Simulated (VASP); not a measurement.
# B (P-1) in VASP: single point with PBEsol

Aim: the single point of B with PBEsol.

Program: VASP 6.6.1. These are calculated values, not measurements. Logs are shortened: lines on timing, memory, paths and dates and some standing lists are left out, and cuts for length are marked.

## Step 1: The cell of the first run

The typed cell holds 8 atoms: a = 3.162 Å, b = 5.404 Å, c = 3.533 Å, α = 102.64°, β = 83.57°, γ = 94.27°.

## Step 2: Single point, PBEsol

Contents of INCAR:

```
PREC     = Accurate       # precision mode
ENCUT    = 520            # plane-wave cutoff, eV
EDIFF    = 1E-6           # SCF threshold, eV
ISMEAR   = 0              # smearing method
SIGMA    = 0.1            # smearing width, eV
LREAL    = F              # projectors in reciprocal space
LASPH    = T              # aspherical terms in the spheres
NELM     = 60             # most SCF steps
ALGO     = Normal         # electronic algorithm
ISIF     = 2              # what is computed and relaxed
LWAVE    = F              # write WAVECAR
LCHARG   = T              # write CHGCAR
GGA      = PS             # functional
LELF     = T              # ELF
LVHAR    = T            
NBANDS   = 22             # bands
```

Contents of KPOINTS:

```
regular mesh
0
Gamma
  6 6 6
```

Contents of POSCAR:

```
B
1.0
    3.1541851063     -0.1446764006      0.1776006082
   -0.1299779895      5.3821589679     -0.4705012176
    0.1783732281     -0.4661670781      3.4971061553
B
8
Direct
    0.1220363292      0.0632932971      0.0605266071
   -0.1219754534     -0.0633038268      0.4394957147
    0.8779648892      0.4367014119     -0.0605317250
    0.1219743168      0.5632997656      0.5604999599
    0.6442910870      0.1198749246     -0.1090876602
    0.3557462007     -0.1198572495      0.6091089871
    0.3557101540      0.3801298028      0.1090911113
    0.6442524765      0.6198618744      0.3908970051
```

Potentials or basis: VASP PAW PBE potentials, release 64 (B).

Command:

```
> cat potpaw_PBE.64/B/POTCAR > POTCAR
> mpirun -np 1 vasp_std > vasp.out
```

OUTCAR:

```text
PREC = Accurate
   ENCUT = 520
   EDIFF = 1E-6
   ISMEAR = 0
   LREAL = F
   LASPH = T
   NELM = 60
   ISIF = 2
   GGA = PS

 ion  position               nearest neighbor table
   1  0.122  0.063  0.061-   2 1.72   5 1.72   5 1.76   7 1.79   6 1.80
   2  0.878  0.937  0.439-   1 1.72   6 1.72   6 1.76   8 1.79   5 1.80
   3  0.878  0.437  0.939-   4 1.72   7 1.72   7 1.76   5 1.79   8 1.80
   4  0.122  0.563  0.560-   3 1.72   8 1.72   8 1.76   6 1.79   7 1.80
   5  0.644  0.120  0.891-   1 1.72   7 1.72   6 1.72   1 1.76   3 1.79   2 1.80
   6  0.356  0.880  0.609-   2 1.72   8 1.72   5 1.72   2 1.76   4 1.79   1 1.80
   7  0.356  0.380  0.109-   3 1.72   5 1.72   8 1.72   3 1.76   1 1.79   4 1.80
   8  0.644  0.620  0.391-   4 1.72   6 1.72   7 1.72   4 1.76   2 1.79   3 1.80

  LATTYP: Found a triclinic cell.
 ALAT       =     4.4696677357
 B/A-ratio  =     0.7075452557
 C/A-ratio  =     1.2916360995
 COS(alpha) =     0.0011531382
 COS(beta)  =     0.3225198341
 COS(gamma) =     0.6190324773

  Lattice vectors:

 A1 = (   2.9758118782,   0.3214906775,  -3.3195055471)
 A2 = (   3.1541851063,  -0.1446764006,   0.1776006082)
 A3 = (  -0.0483952386,  -4.9159918898,  -3.0266049377)

Analysis of symmetry for initial positions (statically):
=====================================================================
 Subroutine PRICEL returns:
 Original cell was already a primitive cell.

 Routine SETGRP: Setting up the symmetry group for a
 triclinic supercell.

 Subroutine GETGRP returns: Found  1 space group operations
 (whereof  1 operations were pure point group operations)
 out of a pool of  2 trial point group operations.

The static configuration has the point symmetry C_1 .

Analysis of symmetry for dynamics (positions and initial velocities):
=====================================================================
 Subroutine PRICEL returns:
 Original cell was already a primitive cell.

 Routine SETGRP: Setting up the symmetry group for a
 triclinic supercell.

 Subroutine GETGRP returns: Found  1 space group operations
 (whereof  1 operations were pure point group operations)
 out of a pool of  2 trial point group operations.

The dynamic configuration has the point symmetry C_1 .

 Subroutine INISYM returns: Found  1 space group operations
 (whereof  1 operations are pure point group operations),
 and found     1 'primitive' translations

----------------------------------------------------------------------------------------

                                     Primitive cell

  volume of cell :      58.4628

  direct lattice vectors                    reciprocal lattice vectors
     3.154185106 -0.144676401  0.177600608     0.318196140  0.006339446 -0.015384844
    -0.129977990  5.382158968 -0.470501218     0.007238054  0.188133890  0.024709216
     0.178373228 -0.466167078  3.497106155    -0.015185789  0.024989615  0.290056415

  length of vectors
     3.162492201  5.404248406  3.532545855     0.318630924  0.189887586  0.291526693

  position of ions in fractional coordinates (direct lattice)
     0.122036329  0.063293297  0.060526607
     0.878024547  0.936696173  0.439495715
     0.877964889  0.436701412  0.939468275
     0.121974317  0.563299766  0.560499960
     0.644291087  0.119874925  0.890912340
     0.355746201  0.880142750  0.609108987
     0.355710154  0.380129803  0.109091111
     0.644252477  0.619861874  0.390897005

  ion indices of the primitive-cell ions
   primitive index   ion index
                 1           1
                 2           2
                 3           3
                 4           4
                 5           5
                 6           6
                 7           7
                 8           8

----------------------------------------------------------------------------------------

 KPOINTS: regular mesh

Automatic generation of k-mesh.
 Grid dimensions read from file:
 generate k-points for:    6    6    6

 Generating k-lattice:

  Cartesian coordinates                     Fractional coordinates (reciprocal lattice)
     0.053032690  0.001056574 -0.002564141     0.166666667 -0.000000000  0.000000000
     0.001206342  0.031355648  0.004118203     0.000000000  0.166666667  0.000000000
    -0.002530965  0.004164936  0.048342736    -0.000000000  0.000000000  0.166666667

  Length of vectors
     0.053105154  0.031647931  0.048587782

  Shift w.r.t. Gamma in fractional coordinates (k-lattice)
     0.000000000  0.000000000  0.000000000

 Subroutine IBZKPT returns following result:
 ===========================================

 Found    112 irreducible k-points:

 Following reciprocal coordinates:
            Coordinates               Weight
  0.000000  0.000000  0.000000      1.000000
  0.166667  0.000000  0.000000      2.000000
  0.333333  0.000000  0.000000      2.000000
  0.500000 -0.000000  0.000000      1.000000
  0.000000  0.166667 -0.000000      2.000000
  0.166667  0.166667 -0.000000      2.000000
[... 16 lines left out ...]
  0.333333  0.000000  0.166667      2.000000
  0.500000  0.000000  0.166667      2.000000
 [... further k-points ...]
   k-points           NKPTS =    112   k-points in BZ     NKDIM =    112   number of bands    NBANDS=     22
   number of dos      NEDOS =    301   number of ions     NIONS =      8
   total plane-waves  NPLWV =  26880
   dimension x,y,z NGX =    24 NGY =   40 NGZ =   28
   dimension x,y,z NGXF=    48 NGYF=   80 NGZF=   56
   ions per type =               8
   NGX,Y,Z   is equivalent  to a cutoff of  12.62, 12.30, 13.18 a.u.
   NGXF,Y,Z  is equivalent  to a cutoff of  25.23, 24.61, 26.35 a.u.
 SYSTEM =  unknown system
   PREC   = accura    normal or accurate (medium, high low for compatibility)
   ISTART =      0    job   : 0-new  1-cont  2-samecut
   ICHARG =      2    charge: 1-file 2-atom 10-const
   ISPIN  =      1    spin polarized calculation?
   LNONCOLLINEAR =      F non collinear calculations
   LSORBIT =      F    spin-orbit coupling
   LASPH  =      T    aspherical Exc in radial PAW
   ENCUT  =  520.0 eV  38.22 Ry    6.18 a.u.   5.88 10.05  6.57*2*pi/ulx,y,z
   NELM   =     60;   NELMIN=  2; NELMDL= -5     # of ELM steps
   EDIFF  = 0.1E-05   stopping-criterion for ELM
   LREAL  =      F    real-space projection
   EDIFFG = 0.1E-04   stopping-criterion for IOM
   NSW    =      0    number of steps for IOM
   IBRION =     -1    ionic relax: 0-MD 1-quasi-New 2-CG
   NFREE  =      0    steps in history (QN), initial steepest desc. (CG)
   ISIF   =      2    stress and relaxation
   ISYM   =      2    0-nonsym 1-usesym 2-fastsym
   POTIM  = 0.5000    time-step for ionic-motion
   TEBEG  =    0.0;   TEEND  =   0.0 temperature during run
   PSTRESS=    0.0 pullay stress
   NELECT =      24.0000    total number of electrons
   NUPDOWN=      -1.0000    fix difference up-down
   EMIN   =  10.00;   EMAX   =-10.00  energy-range for DOS
   EFERMI =   0.00;   METHOD = LEGACY
   ISMEAR =     0;   SIGMA  =   0.10  broadening in eV -4-tet -1-fermi 0-gaus
   EFERMI_NEDOS =   21; number of points for ismear=-14 and -15
   IALGO  =     38    algorithm
   IMIX   =      4    mixing-type and parameters
     AMIX     =   0.40;   BMIX     =  1.00
     AMIX_MAG =   1.60;   BMIX_MAG =  1.00
  volume/ion in A,a.u.               =       7.31        49.32
  Fermi-wavevector in a.u.,A,eV,Ry     =   1.216705  2.299239 20.141670  1.480371
  Thomas-Fermi vector in A             =   2.352050
   LORBIT       =      0    0 simple, 1 ext, 2 COOP (PROOUT), +10 PAW based schemes
   GGA     = PS    functional components
   LHFCALC =     F    Hartree Fock is set to
   AEXX    =    0.0000 exact exchange contribution
   IVDW    =     0    specifies the selected vdW correction
   LEPSILON=     F    determine dielectric tensor
   LRPA    =     F    only Hartree local field effects (RPA)
 non-spin polarized calculation
 Gauss-broadening in eV      SIGMA  =   0.10
  energy-cutoff  :      520.00
  volume of cell :       58.46
 maximum number of plane-waves:      1592
   NGX = 11   NGY = 21   NGZ = 13

 number of electron      24.0000000 magnetization

 Free energy of the ion-electron system (eV)
  ---------------------------------------------------
  ext. energy  EPLUGINS =         0.00000000
  ---------------------------------------------------
  free energy    TOTEN  =       -54.45901489 eV

  energy without entropy =      -54.45275859  energy(sigma->0) =      -54.45588674

 E-fermi :   6.3008     XC(G=0): -11.6708

 val. band max:        6.2850686504   @ k =   0.5000   0.1667   0.1667
 cond. band min:       6.3187976995   @ k =   0.1667  -0.3333   0.1667
 fundamental gap:      0.0337290492
 Fermi energy:         6.3008359695

 k-point     1 :       0.0000    0.0000    0.0000
  band No.  band energies     occupation
      1      -9.7362      2.00000
      2      -6.0829      2.00000
      3      -5.6807      2.00000
      4       0.0558      2.00000
      5       0.2406      2.00000
      6       0.6090      2.00000
[... 14 lines left out ...]
     21      15.6841      0.00000
     22      16.1538      0.00000

 k-point     2 :       0.1667    0.0000    0.0000
  band No.  band energies     occupation
      1      -9.4211      2.00000
      2      -5.8088      2.00000
      3      -5.3725      2.00000
      4      -2.1615      2.00000
      5       0.1000      2.00000
      6       0.5943      2.00000
[... 14 lines left out ...]
     21      13.9562      0.00000
     22      14.2700      0.00000
[... 523 lines left out ...]
     21      15.5991      0.00000
     22      16.7214      0.00000

 k-point    24 :       0.5000    0.0000    0.1667
  band No.  band energies     occupation
      1      -6.9195      2.00000
      2      -6.4555      2.00000
      3      -4.3581      2.00000
      4      -3.6730      2.00000
      5      -2.3268      2.00000
      6      -1.7047      2.00000
[... 14 lines left out ...]
     21      16.3199      0.00000
     22      17.2096      0.00000

 [... further k-points ...]

------------------------ aborting loop because EDIFF is reached ----------------------------------------

  FORCE on cell =-STRESS in cart. coord.  units (eV):
  Direction    XX          YY          ZZ          XY          YZ          ZX
  --------------------------------------------------------------------------------------
  -------------------------------------------------------------------------------------
  Total        0.1701019      0.0837018      0.0721105      0.0027752      0.0188014     -0.0238208
  in kB        4.6616528      2.2938522      1.9761936      0.0760558      0.5152541     -0.6528101
  external PRESSURE =       2.9772329 kB  Pullay stress =       0.0000000 kB

 VOLUME and BASIS-vectors are now :
 -----------------------------------------------------------------------------
  energy-cutoff  :      520.00
  volume of cell :       58.46
      direct lattice vectors                 reciprocal lattice vectors
     3.154185106 -0.144676401  0.177600608     0.318196140  0.006339446 -0.015384844
    -0.129977990  5.382158968 -0.470501218     0.007238054  0.188133890  0.024709216
     0.178373228 -0.466167078  3.497106155    -0.015185789  0.024989615  0.290056415

 POSITION                                       TOTAL-FORCE (eV/Angst)
 -----------------------------------------------------------------------------------
      0.38749      0.29478      0.20356        -0.004371      0.000628      0.003731
      2.72610      4.70954      1.25218         0.002390     -0.001050     -0.003530
      2.88008      1.78543      3.23588         0.004335     -0.000137     -0.003404
      0.41149      2.75284      1.71676        -0.002358      0.001456      0.003764
      2.17555      0.13666      3.17364         0.008907      0.003238     -0.001138
      1.11634      4.40165      1.77919        -0.008525     -0.005082      0.000539
      1.09203      1.94360      0.26583        -0.008961     -0.003692      0.000925
      2.02125      3.06076      1.18978         0.008583      0.004637     -0.000886
 -----------------------------------------------------------------------------------
    total drift:                                0.000000      0.000001      0.000000

  FREE ENERGIE OF THE ION-ELECTRON SYSTEM (eV)
  ---------------------------------------------------
  free  energy   TOTEN  =       -54.4590148869 eV

  energy  without entropy=      -54.4527585868  energy(sigma->0) =      -54.45588674
```

It took 69 s on 1 thread of Intel Xeon 6975P-C, shared host; peak memory 0.23 GiB.

What came out:

* Free energy: -54.4590 eV
* Pressure: 0.3 GPa
* Largest force: 0.010 eV/Å
* Band gap on the k mesh: zero (band 12 reaches 8.21 eV, above the bottom of band 13 at 4.71 eV)

Forces in eV/Å, atoms in the order of the input:
```
B   -0.004  0.001  0.004
B    0.002 -0.001 -0.004
B    0.004  0.000 -0.003
B   -0.002  0.001  0.004
B    0.009  0.003 -0.001
B   -0.009 -0.005  0.001
B   -0.009 -0.004  0.001
B    0.009  0.005 -0.001
```

Caveat: the PAW data sets were made with another functional, which shifts forces and pressure a little.
